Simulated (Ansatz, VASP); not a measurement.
**Two plane-wave programs on GaCuSe2**

Contents of INCAR:

```
SYSTEM = GaCuSe2
PREC = Accurate
ENCUT = 520
EDIFF = 1E-6
ISMEAR = -1
SIGMA = 0.05
LREAL = .False.
LASPH = .True.
NELM = 100
ALGO = Normal
ISIF = 2
LWAVE = .False.
LCHARG = .True.
GGA = PE
LELF = .True.
LVHAR = .True.
NBANDS = 26
```

KPOINTS

```
Automatic mesh
0
Gamma
  7 7 5
  0 0 0
```

The input POSCAR:

```
GaCuSe2
1.0
    3.7744160000      0.0000000000      0.0000000000
    0.0000000000      3.7744160000      0.0000000000
    0.0000000000      0.0000000000      5.2658910000
Se Ga Cu
2 1 1
Direct
    0.5000000000      0.5000000000      0.0000000000
    0.0000000000      0.0000000000      0.5000000000
    0.5000000000      0.5000000000      0.5000000000
    0.0000000000      0.0000000000      0.0000000000
```

File input.yaml:

```yaml
crystal:
  lattice:
    - [3.774416, 0.0, 0.0]
    - [0.0, 3.774416, 0.0]
    - [0.0, 0.0, 5.265891]
  atoms:
    - { symbol: Se, position: [0.5, 0.5, 0.0] }
    - { symbol: Se, position: [0.0, 0.0, 0.5] }
    - { symbol: Ga, position: [0.5, 0.5, 0.5] }
    - { symbol: Cu, position: [0.0, 0.0, 0.0] }
hamiltonian:
  xc: pbe
  pseudopotentials: { kind: paw }
kpoints:
  mp_grid: { grid: [7, 7, 5] }
scf:
  occupations: { method: fermi_dirac, width: 0.05 }
output:
  forces: true
  stress: true
  eigenvalues: true
```

Alike in both runs: task single point; functional PBE; k mesh 7 × 7 × 5; occupations fermi-dirac, width 0.05 eV; no spin polarisation.

|  | VASP | Ansatz |
| --- | --- | --- |
| version | VASP 6.6.1 | Ansatz 0.2.0 |
| potentials or method | VASP PAW PBE potentials, release 64 (Se, Ga_d, Cu) | Ansatz PAW |
| plane-wave cutoff (eV) | 520 | 420 |
| valence electrons in the cell | 36 | 64 |

|  | VASP | Ansatz | Ansatz less VASP |
| --- | --- | --- | --- |
| gap on the k mesh at the Fermi level (eV) | none | none | - |
| pressure (GPa) | 0.1 | 0.1 | -0.01 |
| traceless stress, the component that is largest in VASP (GPa) | -0.48 | -0.52 | -0.039 |

A gap of «none» marks a metal or a gap that the smearing closes. The functional is the same, so the differences come from potentials, cutoffs and numerics. VASP's potentials hold 36 valence electrons a cell and Ansatz's 64, so a difference there can come from the potentials and not from the codes.
